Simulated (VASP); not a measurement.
Si3IrRu, 5 atoms in the cell. It takes space group I-4m2 (No. 119, tetragonal). Conventional cell: a = 4.750 Å, b = 4.750 Å, c = 6.968 Å, α = 90.00°, β = 90.00°, γ = 90.00°. Within 3.0 Å of Si (site symmetry 2mm) lie 3 Si at 2.30 to 2.45 Å and 1 Ru at 2.34 Å and 2 Ir at 2.45 Å. Si (site symmetry -4m2) has 4 Si at 2.45 Å and 4 Ru at 2.95 Å within 3.2 Å. Ru (site symmetry -4m2) has 6 Si at 2.34 to 2.95 Å and 4 Ir at 2.95 Å within 3.1 Å. Ir (site symmetry -4m2) has 4 Si at 2.45 Å and 4 Ru at 2.95 Å within 3.2 Å. 

- Program: VASP 6.6.1
- Task: single point
- Functional: PBE
- Potentials or basis: VASP PAW PBE potentials, release 64 (Si, Ru_pv, Ir)
- Cutoff: 500 eV
- k mesh: 5 × 5 × 5
- Occupations: gaussian, width 0.2 eV
- Spin: no spin polarisation
- Dipole correction: no
- Further INCAR settings: ALGO = Normal; EDIFF = 1e-06; NBANDS = 26

Potentials or basis: VASP PAW PBE potentials, release 64 (Si, Ru_pv, Ir).

Launch:

```console
$ cat potpaw_PBE.64/Si/POTCAR potpaw_PBE.64/Ru_pv/POTCAR potpaw_PBE.64/Ir/POTCAR > POTCAR
$ mpirun -np 1 vasp_std > vasp.out
```

Hardware: 1 thread of Intel(R) Xeon(R) 6975P-C (Granite Rapids), on a shared host.

**Question.** How long does it take, and how much memory?

**Answer.** Run time: 44 s on 1 thread of Intel(R) Xeon(R) 6975P-C (Granite Rapids), on a shared host, peak memory 0.22 GiB. Counts: scf iterations 14, k points 18.
